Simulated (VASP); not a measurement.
Write the native input for VASP 6.6.1 that does the following.

| Quantity | Value |
| --- | --- |
| Task | single point |
| Functional | PBE |
| Potentials or basis | VASP PAW PBE potentials, release 64 (Rb_sv, Sn_d) |
| Cutoff | 520 eV |
| k mesh | 8 × 8 × 8 |
| Occupations | gaussian, width 0.1 eV |
| Spin | no spin polarisation |
| Dipole correction | no |
| Further INCAR settings | ALGO = Fast; EDIFF = 1e-06; NBANDS = 46 |

The structure of RbSn2 lies in POSCAR:

```
RbSn2
1.0
    0.0000000000      4.6663042215      4.6663042215
    4.6663042215      0.0000000000      4.6663042215
    4.6663042215      4.6663042215      0.0000000000
Rb Sn
2 4
Direct
    0.0000000000      0.0000000000      0.0000000000
    0.2500000000      0.2500000000      0.2500000000
    0.6250000000      0.6250000000      0.6250000000
    0.1250000000      0.6250000000      0.6250000000
    0.6250000000      0.6250000000      0.1250000000
    0.6250000000      0.1250000000      0.6250000000
```

These files were run (other wordings do the same):

INCAR

```
SYSTEM = RbSn2
ALGO = Fast
EDIFF = 1E-6
ENCUT = 520
GGA = PE
ISIF = 2
ISMEAR = 0
LASPH = .True.
LCHARG = .False.
LREAL = .False.
LWAVE = .False.
NBANDS = 46
NELM = 60
PREC = Accurate
SIGMA = 0.1
```

KPOINTS

```
k-points
0
Gamma
  8 8 8
  0 0 0
```

Potentials or basis: VASP PAW PBE potentials, release 64 (Rb_sv, Sn_d).

Run with:

```sh
$ cat potpaw_PBE.64/Rb_sv/POTCAR potpaw_PBE.64/Sn_d/POTCAR > POTCAR
$ mpirun -np 1 vasp_std > vasp.out
```

It gave:

```
Pressure               : 0.0 GPa
Band gap on the k mesh : zero (bands 37 and 38 overlap by 1.98 eV)
```

Caveat: spin-orbit coupling is left out, which moves the levels of the heavy elements.

Run time: 20 min on 1 thread of AMD EPYC 7R43 64-Core Processor (Zen 3), on a shared host, peak memory 0.44 GiB.
